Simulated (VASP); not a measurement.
Input of a VASP 6.6.1 run:

File INCAR:

```
SYSTEM = BaTe
PREC = Accurate
ENCUT = 500
EDIFF = 1E-6
ISMEAR = 0
SIGMA = 0.01
LREAL = .FALSE.
LASPH = .TRUE.
NELM = 120
ALGO = Normal
ISIF = 2
LWAVE = .FALSE.
LCHARG = .TRUE.
LELF = .TRUE.
LVHAR = .TRUE.
NBANDS = 15
GGA_COMPAT = .FALSE.
```

The input KPOINTS:

```
regular mesh
0
G
  4 4 4
  0 0 0
```

The input POSCAR:

```
BaTe
1.0
    4.3185615640      0.0000000000      0.0000000000
    0.0000000000      4.3185615640      0.0000000000
    0.0000000000      0.0000000000      4.3185615640
Ba Te
1 1
Direct
    0.0000000000      0.0000000000      0.0000000000
    0.5000000000      0.5000000000      0.5000000000
```

Potentials or basis: VASP PAW LDA potentials, release 64 (Ba_sv, Te).

Command:

```bash
$ cat potpaw_LDA.64/Ba_sv/POTCAR potpaw_LDA.64/Te/POTCAR > POTCAR
$ mpirun -np 1 vasp_std > vasp.out
```

(1) Predict the band gap on the k mesh.

(2) Estimate the pressure.

## Answers

(1) 0.72 eV, indirect (least direct gap 0.85 eV).

(2) -3.7 GPa.

Caveat: spin-orbit coupling is left out, which moves the levels of the heavy elements.
